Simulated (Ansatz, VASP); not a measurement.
Ag in VASP and in Ansatz

The input INCAR:

```
SYSTEM = Ag
PREC     = Accurate       ! precision mode
ENCUT    = 520            ! plane-wave cutoff, eV
EDIFF    = 1E-7           ! SCF threshold, eV
ISMEAR   = 0              ! smearing method
SIGMA    = 0.15           ! smearing width, eV
LREAL    = .False.        ! projectors in reciprocal space
LASPH    = .True.         ! aspherical terms in the spheres
NELM     = 100            ! most SCF steps
ALGO     = Fast           ! electronic algorithm
ISIF     = 2              ! what is computed and relaxed
LWAVE    = .False.        ! write WAVECAR
LCHARG   = .False.        ! write CHGCAR
GGA      = PS             ! functional
NBANDS   = 12             ! bands
```

The input KPOINTS:

```
Automatic mesh
0
Gamma
  22 22 22
  0 0 0
```

The input POSCAR:

```
Ag
1.0
    0.0000000000      1.8720114742      2.4336149165
    1.8720114742      0.0000000000      2.4336149165
    1.8720114742      1.8720114742      0.0000000000
Ag
1
Direct
    0.0000000000      0.0000000000      0.0000000000
```

Input for Ansatz:

```yaml
crystal:
  lattice:
    - [0.0, 1.8720114742, 2.4336149165]
    - [1.8720114742, 0.0, 2.4336149165]
    - [1.8720114742, 1.8720114742, 0.0]
  atoms:
    - { symbol: Ag, position: [0.0, 0.0, 0.0] }
basis:
  ecutwfc: 420
kpoints:
  mp_grid: { grid: [22, 22, 22] }
hamiltonian:
  xc: pbesol
scf:
  occupations: { method: gaussian, width: 0.15 }
output:
  forces: true
  stress: true
  eigenvalues: true
```

Alike in both runs: task single point; functional PBEsol; k mesh 22 × 22 × 22; occupations gaussian, width 0.15 eV; no spin polarisation.

|  | VASP | Ansatz |
| --- | --- | --- |
| version | VASP 6.6.1 | Ansatz 0.2.0 |
| potentials or method | VASP PAW PBE potentials, release 64 (Ag), cutoff 520 eV | scalar-relativistic, plane waves, PAW |
| valence electrons in the cell | 11 | 19 |

VASP gave:

```
gap on the k mesh at the Fermi level (eV)                     : none
pressure (GPa)                                                : 1.8
traceless stress, the component that is largest in VASP (GPa) : -12.75
```

**Question.** Which values does Ansatz return?

**Answer.** gap on the k mesh at the Fermi level (eV): none; pressure (GPa): 2.1; traceless stress, the component that is largest in VASP (GPa): -12.88.

VASP's potentials were made for PBE, not for PBEsol. A gap of «none» marks a metal or a gap that the smearing closes. VASP's potentials hold 11 valence electrons a cell and Ansatz's 19, so a difference there can come from the potentials and not from the codes.
